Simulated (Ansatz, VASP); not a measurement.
## TiPt3 in VASP and in Ansatz

File INCAR:

```
ALGO = Normal ; EDIFF = 1E-6
ENCUT = 520 ; GGA = PS
ISIF = 2 ; ISMEAR = -1
LASPH = T ; LCHARG = F
LREAL = F ; LWAVE = F
NBANDS = 29 ; NELM = 60
PREC = Accurate ; SIGMA = 0.05
```

File KPOINTS:

```
k-points
0
Gamma
  9 9 9
```

POSCAR

```
TiPt3
1.0
    3.8708448495      0.0000000000      0.0000000000
    0.0000000000      3.8708448495      0.0000000000
    0.0000000000      0.0000000000      3.8708448495
Ti Pt
1 3
Direct
    0.0000000000      0.0000000000      0.0000000000
    0.0000000000      0.5000000000      0.5000000000
    0.5000000000      0.0000000000      0.5000000000
    0.5000000000      0.5000000000      0.0000000000
```

Input for Ansatz:

```yaml
crystal:
  lattice:
    - [3.8708448495, 0.0, 0.0]
    - [0.0, 3.8708448495, 0.0]
    - [0.0, 0.0, 3.8708448495]
  atoms:
    - { symbol: Ti, position: [0.0, 0.0, 0.0] }
    - { symbol: Pt, position: [0.0, 0.5, 0.5] }
    - { symbol: Pt, position: [0.5, 0.0, 0.5] }
    - { symbol: Pt, position: [0.5, 0.5, 0.0] }
kpoints:
  mp_grid: { grid: [9, 9, 9] }
  band_path:
    path:
      - [0.0, 0.0, 0.0]
      - [0.0, 0.5, 0.0]
      - [0.5, 0.5, 0.0]
      - [0.0, 0.0, 0.0]
      - [0.5, 0.5, 0.5]
      - [0.0, 0.5, 0.0]
      - [0.5, 0.5, 0.5]
      - [0.5, 0.5, 0.0]
    npoints: 5
scf:
  occupations: { method: fermi_dirac, width: 0.05 }
hamiltonian:
  xc: pbesol
  pseudopotentials: { kind: all_electron, lapw: { basis_error: 0.0005 } }
output:
  forces: true
  stress: true
  eigenvalues: true
```

Change from the starting cell: volume scaled by 0.98.

Alike in both runs: task single point; functional PBEsol; k mesh 9 × 9 × 9; occupations fermi-dirac, width 0.05 eV; no spin polarisation.

|  | VASP | Ansatz |
| --- | --- | --- |
| version | VASP 6.6.1 | Ansatz 0.2.0 |
| potentials or method | VASP PAW PBE potentials, release 64 (Ti_sv, Pt), cutoff 520 eV | all-electron LAPW, scalar-relativistic |

|  | VASP | Ansatz | Ansatz less VASP |
| --- | --- | --- | --- |
| pressure (GPa) | 5.9 | 6.2 | +0.26 |

VASP's potentials were made for PBE, not for PBEsol. Ansatz ran all-electron here, and VASP with PAW potentials.

Neither program's run includes spin-orbit coupling.
